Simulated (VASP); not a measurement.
A run of VASP 6.6.1:

POSCAR

```
PrBPd3
1.0
    4.1940000000      0.0000000000      0.0000000000
    0.0000000000      4.1940000000      0.0000000000
    0.0000000000      0.0000000000      4.1940000000
B Pr Pd
1 1 3
Direct
    0.5000000000      0.5000000000      0.5000000000
    0.0000000000      0.0000000000      0.0000000000
    0.0000000000      0.5000000000      0.5000000000
    0.5000000000      0.0000000000      0.5000000000
    0.5000000000      0.5000000000      0.0000000000
```

The input INCAR.step1:

```
SYSTEM = PrBPd3
PREC = Accurate
ENCUT = 520
ISMEAR = 0
SIGMA = 0.1
LREAL = .False.
LASPH = .True.
NELM = 150
ISPIN = 2
MAGMOM = 0 2 1 1 1
LMAXMIX = 6
LDAU = .True.
LDAUTYPE = 2
LDAUL = -1 3 -1
LDAUU = 0 1.5 0
LDAUJ = 0 0 0
NBANDS = 35
GGA = PE
ALGO = Normal
EDIFF = 1E-4
LWAVE = .True.
LCHARG = .False.
```

Contents of INCAR.step2:

```
SYSTEM = PrBPd3
PREC = Accurate
ENCUT = 520
EDIFF = 1E-7
ISMEAR = 0
SIGMA = 0.1
LREAL = .False.
LASPH = .True.
NELM = 150
ALGO = Normal
ISIF = 2
LWAVE = .False.
LCHARG = .False.
ISPIN = 2
MAGMOM = 0 2 1 1 1
LORBIT = 11
LMAXMIX = 6
LDAU = .True.
LDAUTYPE = 2
LDAUL = -1 3 -1
LDAUU = 0 1.5 0
LDAUJ = 0 0 0
LDAUPRINT = 1
METAGGA = R2SCAN
LMIXTAU = .True.
NBANDS = 35
ISTART = 1
```

The input KPOINTS:

```
regular mesh
0
Gamma
  5 5 5
  0 0 0
```

Potentials or basis: VASP PAW PBE potentials, release 64 (B, Pr, Pd).

Command:

```bash
$ cat potpaw_PBE.64/B/POTCAR potpaw_PBE.64/Pr/POTCAR potpaw_PBE.64/Pd/POTCAR > POTCAR
$ cp INCAR.step1 INCAR
$ mpirun -np 1 vasp_std > vasp.out
$ cp INCAR.step2 INCAR
$ mpirun -np 1 vasp_std > vasp.out
```

Hardware: 1 thread of Intel(R) Xeon(R) 6975P-C (Granite Rapids), with other jobs on the host.

Task: How long does it take, and how much memory?

Result: Run time: 3.4 min on 1 thread of Intel(R) Xeon(R) 6975P-C (Granite Rapids) (shared host), peak memory 0.25 GiB. Counts: k points 10.
